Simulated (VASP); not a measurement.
## Y5N: relaxation of cell and atoms with PBE

The system is Y5N.

```
Y N
1.0
     6.16632    0.00000    0.00000
    -3.08316    5.34019    0.00000
     0.00000    0.00000    8.43925
Y N
5 1
Direct
  0.00000 0.00000 0.74331
  0.00000 0.00000 0.25669
  0.50000 0.00000 0.50000
  0.00000 0.50000 0.50000
  0.50000 0.50000 0.50000
  0.00000 0.00000 0.50000
```

The cell was generated, and may not be a known phase.

```yaml
Program: VASP 6.6.1
Task: relaxation of cell and atoms
Functional: PBE
Potentials_or_basis: VASP PAW PBE potentials, release 64 (Y_sv, N)
Cutoff: 600 eV
k_mesh: 6 × 6 × 6
Occupations: gaussian, width 0.1 eV
Spin: no spin polarisation
Dipole_correction: no
Further_INCAR_settings: ALGO = Normal; EDIFF = 1e-06; IBRION = 2; EDIFFG = -0.01; NSW = 100; ISIF = 3
```

The relaxed volume is 46.41 Å³/atom. The relaxed cell is a = 6.155 Å, b = 6.155 Å, c = 8.488 Å, α = 90.00°, β = 90.00°, γ = 120.00° and the space group after relaxing (to 0.1 Å) is P6/mmm (No. 191). The energy gained by relaxing is 0.0 meV/atom. The ionic steps are 12 and the pressure after relaxing is 0.0 GPa. The largest force after relaxing is 0.008 eV/Å. The band gap on the k mesh is zero (bands 30 and 31 overlap by 0.53 eV).

Forces on the atoms (eV/Å):
```
Y    0.000  0.000 -0.008
Y    0.000  0.000  0.008
Y    0.000  0.000  0.000
Y    0.000  0.000  0.000
Y    0.000  0.000  0.000
N    0.000  0.000  0.000
```

Step by step:
| step | energy change (eV) | largest force (eV/Å) | pressure (GPa) | volume (Å³) |
| --- | --- | --- | --- | --- |
| 1 | 0.0000 | 0.0159 | 0.00 | 277.90 |
| 2 | 0.0000 | 0.0125 | 0.00 | 277.91 |
| 3 | -0.0001 | 0.0019 | 0.02 | 277.94 |
| 4 | -0.0002 | 0.0186 | 0.06 | 278.00 |
| 5 | -0.0002 | 0.0159 | 0.05 | 278.04 |
| 6 | -0.0003 | 0.0081 | 0.04 | 278.18 |
| 7 | -0.0003 | 0.0083 | 0.03 | 278.45 |
| 8 | -0.0002 | 0.0390 | -0.02 | 278.99 |
| 9 | -0.0003 | 0.0139 | 0.02 | 278.55 |
| 10 | -0.0003 | 0.0113 | 0.02 | 278.51 |
| 11 | -0.0003 | 0.0093 | 0.02 | 278.48 |
| 12 | -0.0003 | 0.0079 | 0.02 | 278.47 |

Final structure:
```yaml
crystal:
  lattice:
    - [6.15497, 0.00000, 0.00000]
    - [-3.07748, 5.33036, 0.00000]
    - [0.00000, 0.00000, 8.48771]
  atoms:
    - { symbol: Y, position: [0.00000, 0.00000, 0.74210] }
    - { symbol: Y, position: [0.00000, 0.00000, 0.25790] }
    - { symbol: Y, position: [0.50000, 0.00000, 0.50000] }
    - { symbol: Y, position: [0.00000, 0.50000, 0.50000] }
    - { symbol: Y, position: [0.50000, 0.50000, 0.50000] }
    - { symbol: N, position: [0.00000, 0.00000, 0.50000] }
```

Levels at points of the mesh, in eV from the Fermi level:
```tsv
k point	band 28	band 29	band 30	band 31	band 32	band 33
(0.00, 0.00, 0.00)	-0.97	-0.93	-0.58	-0.18	-0.13	-0.13
(0.50, 0.00, 0.00)	-0.45	0.07	0.16	0.20	0.50	0.76
(0.00, 0.00, 0.50)	-0.96	-0.96	-0.59	-0.15	-0.15	0.81
(0.50, 0.00, 0.50)	-0.51	-0.09	0.35	0.47	0.75	0.76
```

Run time: 24 min on 1 thread of Intel(R) Xeon(R) 6975P-C (Granite Rapids), on a shared host, peak memory 0.66 GiB.
